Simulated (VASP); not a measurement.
# Si (P6_3/mmc) in VASP: a series of runs, part 2 of 2

VASP 6.6.1. Earlier steps stand in the parts before.

### 3 Single point, PBE

This run uses another cell than the first one, of the same volume but with other edges.

INCAR

```
SYSTEM = Si
PREC = Accurate
ENCUT = 520
EDIFF = 1E-7
ISMEAR = 0
SIGMA = 0.05
LREAL = .False.
LASPH = .True.
NELM = 80
ALGO = Normal
ISIF = 2
LWAVE = .False.
LCHARG = .False.
GGA = PE
NBANDS = 16
```

KPOINTS

```
Automatic mesh
0
Gamma
  12 12 6
  0 0 0
```

POSCAR

```
Si
1.0
    3.7865833161      0.0000000000      0.0000000000
   -1.8932916580      3.2792773453      0.0000000000
    0.0000000000      0.0000000000      6.5833537533
Si
4
Direct
    0.3333333333      0.6666666667      0.0393645135
    0.6666666667      0.3333333333      0.5393645135
    0.3333333333      0.6666666667      0.4606354865
    0.6666666667      0.3333333333      0.9606354865
```

Potentials or basis: VASP PAW PBE potentials, release 64 (Si).

Command:

```
$ cat potpaw_PBE.64/Si/POTCAR > POTCAR
$ mpirun -np 1 vasp_std > vasp.out
```

OUTCAR:

```text
SYSTEM = Si
   PREC = Accurate
   ENCUT = 520
   EDIFF = 1E-7
   ISMEAR = 0
   LREAL = .False.
   LASPH = .True.
   NELM = 80
   ISIF = 2
   GGA = PE

 ion  position               nearest neighbor table
   1  0.333  0.667  0.039-   4 2.25   4 2.25   4 2.25   3 2.77
   2  0.667  0.333  0.539-   3 2.25   3 2.25   3 2.25   4 2.77
   3  0.333  0.667  0.461-   2 2.25   2 2.25   2 2.25   1 2.77
   4  0.667  0.333  0.961-   1 2.25   1 2.25   1 2.25   2 2.77

  LATTYP: Found a hexagonal cell.
 ALAT       =     3.7865833161
 C/A-ratio  =     1.7386000000

  Lattice vectors:

 A1 = (   3.7865833161,   0.0000000000,   0.0000000000)
 A2 = (  -1.8932916580,   3.2792773453,   0.0000000000)
 A3 = (   0.0000000000,   0.0000000000,   6.5833537533)

Analysis of symmetry for initial positions (statically):
=====================================================================
 Subroutine PRICEL returns:
 Original cell was already a primitive cell.

 Routine SETGRP: Setting up the symmetry group for a
 hexagonal supercell.

 Subroutine GETGRP returns: Found 24 space group operations
 (whereof 12 operations were pure point group operations)
 out of a pool of 24 trial point group operations.

The static configuration has the point symmetry D_3d.
 The point group associated with its full space group is D_6h.

Analysis of symmetry for dynamics (positions and initial velocities):
=====================================================================
 Subroutine PRICEL returns:
 Original cell was already a primitive cell.

 Routine SETGRP: Setting up the symmetry group for a
 hexagonal supercell.

 Subroutine GETGRP returns: Found 24 space group operations
 (whereof 12 operations were pure point group operations)
 out of a pool of 24 trial point group operations.

The dynamic configuration has the point symmetry D_3d.
 The point group associated with its full space group is D_6h.

 Subroutine INISYM returns: Found 24 space group operations
 (whereof 12 operations are pure point group operations),
 and found     1 'primitive' translations

----------------------------------------------------------------------------------------

                                     Primitive cell

  volume of cell :      81.7472

  direct lattice vectors                    reciprocal lattice vectors
     3.786583316  0.000000000  0.000000000     0.264090320  0.152472617  0.000000000
    -1.893291658  3.279277345  0.000000000     0.000000000  0.304945235  0.000000000
     0.000000000  0.000000000  6.583353753     0.000000000  0.000000000  0.151898263

  length of vectors
     3.786583316  3.786583316  6.583353753     0.304945235  0.304945235  0.151898263

  position of ions in fractional coordinates (direct lattice)
     0.333333333  0.666666667  0.039364513
     0.666666667  0.333333333  0.539364513
     0.333333333  0.666666667  0.460635487
     0.666666667  0.333333333  0.960635487

  ion indices of the primitive-cell ions
   primitive index   ion index
                 1           1
                 2           2
                 3           3
                 4           4

----------------------------------------------------------------------------------------

 KPOINTS: Automatic mesh

Automatic generation of k-mesh.
 Grid dimensions read from file:
 generate k-points for:   12   12    6

 Generating k-lattice:

  Cartesian coordinates                     Fractional coordinates (reciprocal lattice)
     0.022007527  0.012706051  0.000000000     0.083333333  0.000000000  0.000000000
     0.000000000  0.025412103  0.000000000     0.000000000  0.083333333  0.000000000
     0.000000000  0.000000000  0.025316377     0.000000000  0.000000000  0.166666667

  Length of vectors
     0.025412103  0.025412103  0.025316377

  Shift w.r.t. Gamma in fractional coordinates (k-lattice)
     0.000000000  0.000000000  0.000000000

 Subroutine IBZKPT returns following result:
 ===========================================

 Found     76 irreducible k-points:

 Following reciprocal coordinates:
            Coordinates               Weight
  0.000000  0.000000  0.000000      1.000000
  0.083333  0.000000  0.000000      6.000000
  0.166667 -0.000000  0.000000      6.000000
  0.250000  0.000000  0.000000      6.000000
  0.333333 -0.000000  0.000000      6.000000
  0.416667 -0.000000  0.000000      6.000000
[... 16 lines left out ...]
  0.250000  0.000000  0.166667     12.000000
  0.333333 -0.000000  0.166667     12.000000
 [... further k-points ...]
   k-points           NKPTS =     76   k-points in BZ     NKDIM =     76   number of bands    NBANDS=     16
   number of dos      NEDOS =    301   number of ions     NIONS =      4
   total plane-waves  NPLWV =  39200
   dimension x,y,z NGX =    28 NGY =   28 NGZ =   50
   dimension x,y,z NGXF=    56 NGYF=   56 NGZF=  100
   ions per type =               4
   NGX,Y,Z   is equivalent  to a cutoff of  12.29, 12.29, 12.63 a.u.
   NGXF,Y,Z  is equivalent  to a cutoff of  24.59, 24.59, 25.25 a.u.
 SYSTEM =  Si
   PREC   = accura    normal or accurate (medium, high low for compatibility)
   ISTART =      0    job   : 0-new  1-cont  2-samecut
   ICHARG =      2    charge: 1-file 2-atom 10-const
   ISPIN  =      1    spin polarized calculation?
   LNONCOLLINEAR =      F non collinear calculations
   LSORBIT =      F    spin-orbit coupling
   LASPH  =      T    aspherical Exc in radial PAW
   ENCUT  =  520.0 eV  38.22 Ry    6.18 a.u.   7.04  7.04 12.24*2*pi/ulx,y,z
   NELM   =     80;   NELMIN=  2; NELMDL= -5     # of ELM steps
   EDIFF  = 0.1E-06   stopping-criterion for ELM
   LREAL  =      F    real-space projection
   EDIFFG = 0.1E-05   stopping-criterion for IOM
   NSW    =      0    number of steps for IOM
   IBRION =     -1    ionic relax: 0-MD 1-quasi-New 2-CG
   NFREE  =      0    steps in history (QN), initial steepest desc. (CG)
   ISIF   =      2    stress and relaxation
   ISYM   =      2    0-nonsym 1-usesym 2-fastsym
   POTIM  = 0.5000    time-step for ionic-motion
   TEBEG  =    0.0;   TEEND  =   0.0 temperature during run
   PSTRESS=    0.0 pullay stress
   NELECT =      16.0000    total number of electrons
   NUPDOWN=      -1.0000    fix difference up-down
   EMIN   =  10.00;   EMAX   =-10.00  energy-range for DOS
   EFERMI =   0.00;   METHOD = LEGACY
   ISMEAR =     0;   SIGMA  =   0.05  broadening in eV -4-tet -1-fermi 0-gaus
   EFERMI_NEDOS =   21; number of points for ismear=-14 and -15
   IALGO  =     38    algorithm
   IMIX   =      4    mixing-type and parameters
     AMIX     =   0.40;   BMIX     =  1.00
     AMIX_MAG =   1.60;   BMIX_MAG =  1.00
  volume/ion in A,a.u.               =      20.44       137.91
  Fermi-wavevector in a.u.,A,eV,Ry     =   0.950511  1.796206 12.292475  0.903471
  Thomas-Fermi vector in A             =   2.078895
   LORBIT       =      0    0 simple, 1 ext, 2 COOP (PROOUT), +10 PAW based schemes
   GGA     = PE    functional components
   LHFCALC =     F    Hartree Fock is set to
   AEXX    =    0.0000 exact exchange contribution
   IVDW    =     0    specifies the selected vdW correction
   LEPSILON=     F    determine dielectric tensor
   LRPA    =     F    only Hartree local field effects (RPA)
 non-spin polarized calculation
 Gauss-broadening in eV      SIGMA  =   0.05
  energy-cutoff  :      520.00
  volume of cell :       81.75
 maximum number of plane-waves:      2220
   NGX = 15   NGY = 15   NGZ = 25

 number of electron      15.9999999 magnetization

 Free energy of the ion-electron system (eV)
  ---------------------------------------------------
  ext. energy  EPLUGINS =         0.00000000
  ---------------------------------------------------
  free energy    TOTEN  =       -20.58246167 eV

  energy without entropy =      -20.58194166  energy(sigma->0) =      -20.58220167

 E-fermi :   6.2784     XC(G=0):  -9.3228

 val. band max:        6.2178155661   @ k =   0.1667   0.0833   0.0000
 cond. band min:       6.2874565289   @ k =   0.4167  -0.0000   0.1667
 fundamental gap:      0.0696409628
 Fermi energy:         6.2783753512

 k-point     1 :       0.0000    0.0000    0.0000
  band No.  band energies     occupation
      1      -6.4039      2.00000
      2      -4.8831      2.00000
      3      -0.2443      2.00000
      4       4.1283      2.00000
      5       4.1283      2.00000
      6       5.0299      2.00000
[... 8 lines left out ...]
     15       9.4083      0.00000
     16      12.4945      0.00000
[... 420 lines left out ...]
  band No.  band energies     occupation
      1      -5.0199      2.00000
      2      -3.7339      2.00000
      3      -0.7405      2.00000
      4       0.5870      2.00000
      5       1.5527      2.00000
      6       2.9219      2.00000
[... 8 lines left out ...]
     15      12.6747      0.00000
     16      12.8327      0.00000

 [... further k-points ...]
[... 5 lines left out ...]
  --------------------------------------------------------------------------------------
  -------------------------------------------------------------------------------------
  Total        5.7282168      5.7282168     -4.4043237      0.0000000     -0.0000000      0.0000000
  in kB      112.2683063    112.2683063    -86.3210970      0.0000000     -0.0000000      0.0000000
  external PRESSURE =      46.0718386 kB  Pullay stress =       0.0000000 kB

 VOLUME and BASIS-vectors are now :
 -----------------------------------------------------------------------------
  energy-cutoff  :      520.00
  volume of cell :       81.75
      direct lattice vectors                 reciprocal lattice vectors
     3.786583316  0.000000000  0.000000000     0.264090320  0.152472617  0.000000000
    -1.893291658  3.279277345  0.000000000     0.000000000  0.304945235  0.000000000
     0.000000000  0.000000000  6.583353753     0.000000000  0.000000000  0.151898263

 POSITION                                       TOTAL-FORCE (eV/Angst)
 -----------------------------------------------------------------------------------
     -0.00000      2.18618      0.25915         0.000000     -0.000000      2.199331
      1.89329      1.09309      3.55083         0.000000      0.000000      2.199331
     -0.00000      2.18618      3.03253        -0.000000     -0.000000     -2.199331
      1.89329      1.09309      6.32420         0.000000      0.000000     -2.199331
 -----------------------------------------------------------------------------------
    total drift:                               -0.000000      0.000000     -0.000000

  FREE ENERGIE OF THE ION-ELECTRON SYSTEM (eV)
  ---------------------------------------------------
  free  energy   TOTEN  =       -20.5824616688 eV

  energy  without entropy=      -20.5819416629  energy(sigma->0) =      -20.58220167
```

OSZICAR:

```text
N       E                     dE             d eps       ncg     rms          rms(c)
DAV:   1     0.279226379864E+02    0.27923E+02   -0.59358E+03  2432   0.817E+02
DAV:   2    -0.190253967025E+02   -0.46948E+02   -0.42715E+02  3296   0.121E+02
DAV:   3    -0.209657571765E+02   -0.19404E+01   -0.19278E+01  3272   0.231E+01
DAV:   4    -0.209884722809E+02   -0.22715E-01   -0.22710E-01  3056   0.323E+00
DAV:   5    -0.209888871189E+02   -0.41484E-03   -0.41483E-03  3304   0.414E-01    0.717E+00
DAV:   6    -0.207037039403E+02    0.28518E+00   -0.13826E-01  2888   0.177E+00    0.434E+00
DAV:   7    -0.205803592333E+02    0.12334E+00   -0.28487E-01  2952   0.262E+00    0.296E-01
DAV:   8    -0.205820051423E+02   -0.16459E-02   -0.25701E-02  2840   0.860E-01    0.157E-01
DAV:   9    -0.205823228003E+02   -0.31766E-03   -0.91883E-04  3440   0.178E-01    0.109E-01
DAV:  10    -0.205824570271E+02   -0.13423E-03   -0.20200E-04  2872   0.732E-02    0.261E-02
DAV:  11    -0.205824588250E+02   -0.17979E-05   -0.46310E-05  3152   0.345E-02    0.150E-02
DAV:  12    -0.205824600107E+02   -0.11857E-05   -0.38019E-06  3120   0.106E-02    0.117E-02
DAV:  13    -0.205824616303E+02   -0.16196E-05   -0.29464E-06  2856   0.875E-03    0.140E-03
DAV:  14    -0.205824616688E+02   -0.38561E-07   -0.40990E-08  2384   0.120E-03
   1 F= -.20582462E+02 E0= -.20582202E+02  d E =-.520006E-03
```

stdout:

```text
POSCAR found type information on POSCAR Si
 POSCAR found :  1 types and       4 ions
 scaLAPACK will be used
 LDA part: xc-table for (Slater+PW92), standard interpolation
 POSCAR, INCAR and KPOINTS ok, starting setup
 FFT: planning ... GRIDC
 FFT: planning ... GRID_SOFT
 FFT: planning ... GRID
 WAVECAR not read
 entering main loop
```

Run time: 1.9 min. Hardware: 1 thread of Intel Xeon 8259CL, shared host; peak memory 0.22 GiB.

What came out:

| Item | Value |
| --- | --- |
| Free energy | -20.5825 eV |
| Pressure | 4.6 GPa |
| Largest force | 2.199 eV/Å |
| Band gap on the k mesh | zero (bands 8 and 9 overlap by 0.62 eV) |

Forces in eV/Å, atoms in the order of the input:
```
Si   0.000  0.000  2.199
Si   0.000  0.000  2.199
Si   0.000  0.000 -2.199
Si   0.000  0.000 -2.199
```

Stress tensor (GPa, compression positive):
```
11.23  0.00  0.00
 0.00 11.23  0.00
 0.00  0.00 -8.63
```

Levels at points of the mesh, in eV from the Fermi level:
| k point | band 4 | band 5 | band 6 | band 7 | band 8 | band 9 | band 10 | band 11 | band 12 | band 13 |
| --- | --- | --- | --- | --- | --- | --- | --- | --- | --- | --- |
| (0.00, 0.00, 0.00) | -2.15 | -2.15 | -1.25 | -1.25 | 0.36 | 0.74 | 0.83 | 1.88 | 1.88 | 3.06 |
| (0.50, 0.00, 0.00) | -7.16 | -4.21 | -3.68 | -2.68 | -2.47 | -0.16 | 1.41 | 2.43 | 3.72 | 3.92 |
| (0.00, 0.00, 0.50) | -4.13 | -1.75 | -1.75 | -1.75 | -1.75 | 1.39 | 1.39 | 2.43 | 2.43 | 2.43 |
| (0.50, 0.00, 0.50) | -8.01 | -3.24 | -3.24 | -2.25 | -2.25 | 0.49 | 0.49 | 0.59 | 0.59 | 5.89 |

Caveat: the cell stands under pressure; semilocal functionals underestimate gaps, so a narrow gap can read as zero; forces of over 1 eV/Å act on the atoms, so gaps and moduli don't describe the material at rest.

### 4 Single point, PBE

This run uses another cell than the first one, of the same volume but with other edges.

INCAR

```
PREC = Accurate
ENCUT = 520
EDIFF = 1E-7
ISMEAR = 0
SIGMA = 0.05
LREAL = F
LASPH = T
NELM = 100
ALGO = Normal
ISIF = 2
LWAVE = F
LCHARG = F
GGA = PE
NBANDS = 16
```

KPOINTS

```
Automatic mesh
0
Gamma
  12 12 6
```

POSCAR

```
Si
1.0
    3.6973121707      0.0000000000      0.0000000000
   -1.8486560853      3.2019662655      0.0000000000
    0.0000000000      0.0000000000      6.9051002099
Si
4
Direct
    0.3333333333      0.6666666667      0.0817861204
    0.6666666667      0.3333333333      0.5817861204
    0.3333333333      0.6666666667      0.4182138796
    0.6666666667      0.3333333333      0.9182138796
```

Command:

```
$ cat potpaw_PBE.64/Si/POTCAR > POTCAR
$ mpirun -np 1 vasp_std > vasp.out
```

It took 3.2 min on 1 thread of Intel Xeon 8259CL, shared host; peak memory 0.23 GiB.

It converged, with:

```yaml
Free_energy: -20.8588 eV
Pressure: -1.8 GPa
Largest_force: 2.127 eV/Å
Band_gap_on_the_k_mesh: zero (bands 8 and 9 overlap by 0.96 eV)
```

Forces on the atoms (eV/Å):
```
Si   0.000  0.000 -2.127
Si   0.000  0.000 -2.127
Si   0.000  0.000  2.127
Si   0.000  0.000  2.127
```

Stress tensor (GPa, compression positive):
```
 2.25  0.00  0.00
 0.00  2.25  0.00
 0.00  0.00 -9.88
```

Levels at points of the mesh, in eV from the Fermi level:
```tsv
k point	band 6	band 7	band 8	band 9	band 10	band 11
(0.00, 0.00, 0.00)	-0.69	0.46	0.70	0.70	2.21	2.21
(0.50, 0.00, 0.00)	-3.72	-2.44	-1.00	1.00	1.34	2.21
(0.00, 0.00, 0.50)	-0.18	-0.18	-0.18	2.81	2.81	3.32
(0.50, 0.00, 0.50)	-3.42	-1.89	-1.89	0.00	0.00	1.90
```

Caveat: forces of over 1 eV/Å act on the atoms, so gaps and moduli don't describe the material at rest.

### 5 The runs side by side

```csv
cell,gap on the mesh (eV),pressure (GPa),largest force (eV/Å)
"a = 3.995, b = 3.995, c = 5.915 Å, angles 90.0, 90.0, 120.0°, 4 atoms, atomic positions A",none,-1.0,1.46
"a = 3.787, b = 3.787, c = 6.583 Å, angles 90.0, 90.0, 120.0°, 4 atoms, atomic positions A",none,4.6,2.20
"a = 3.697, b = 3.697, c = 6.905 Å, angles 90.0, 90.0, 120.0°, 4 atoms, atomic positions B",none,-1.8,2.13
```

Alike in all rows: task single point; level PBE; potentials or basis VASP PAW PBE potentials, release 64 (Si); no spin polarisation; k mesh 12 × 12 × 6; cutoff (eV) 520; smearing gaussian 0.05 eV.

Caveats: forces of over 1 eV/Å act on the atoms, so gaps and moduli don't describe the material at rest; semilocal functionals underestimate gaps, so a narrow gap can read as zero (at least some runs); the cell stands under pressure (at least some runs).

Total energies depend on the potentials used, so only differences within one code and one set of settings carry meaning.
